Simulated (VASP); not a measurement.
Write the native input for VASP 6.6.1 that does the following.

```
Task                   : single point
Functional             : PBEsol
Potentials or basis    : VASP PAW PBE potentials, release 64 (Zn, S)
Cutoff                 : 520 eV
k mesh                 : 12 × 12 × 12
Occupations            : fermi-dirac, width 0.1 eV
Spin                   : no spin polarisation
Dipole correction      : no
Further INCAR settings : ALGO = Normal; EDIFF = 1e-06; NBANDS = 16
```

The structure of ZnS lies in POSCAR:

```
ZnS
1.0
    0.0000000000      2.6777696447      2.6777696447
    2.6777696447      0.0000000000      2.6777696447
    2.6777696447      2.6777696447      0.0000000000
Zn S
1 1
Direct
    0.7500000000      0.7500000000      0.7500000000
    0.0000000000      0.0000000000      0.0000000000
```

The input as run:

INCAR

```
SYSTEM = ZnS
ALGO     = Normal         ! electronic algorithm
EDIFF    = 1E-6           ! SCF threshold, eV
ENCUT    = 520            ! plane-wave cutoff, eV
GGA      = PS             ! functional
ISIF     = 2              ! what is computed and relaxed
ISMEAR   = -1             ! smearing method
LASPH    = .True.         ! aspherical terms in the spheres
LCHARG   = .False.        ! write CHGCAR
LREAL    = .False.        ! projectors in reciprocal space
LWAVE    = .False.        ! write WAVECAR
NBANDS   = 16             ! bands
NELM     = 60             ! most SCF steps
PREC     = Accurate       ! precision mode
SIGMA    = 0.1            ! smearing width, eV
```

KPOINTS

```
k-points
0
Gamma
  12 12 12
  0 0 0
```

Potentials or basis: VASP PAW PBE potentials, release 64 (Zn, S).

Run with:

```bash
$ cat potpaw_PBE.64/Zn/POTCAR potpaw_PBE.64/S/POTCAR > POTCAR
$ mpirun -np 1 vasp_std > vasp.out
```

It gave:

The pressure is 0.2 GPa and the band gap on the k mesh is 2.10 eV, direct.

Caveat: the PAW data sets were made with another functional, which shifts forces and pressure a little.

It took 55 s on 1 thread of Intel Xeon 8259CL, with other jobs on the host, peak memory 0.18 GiB.
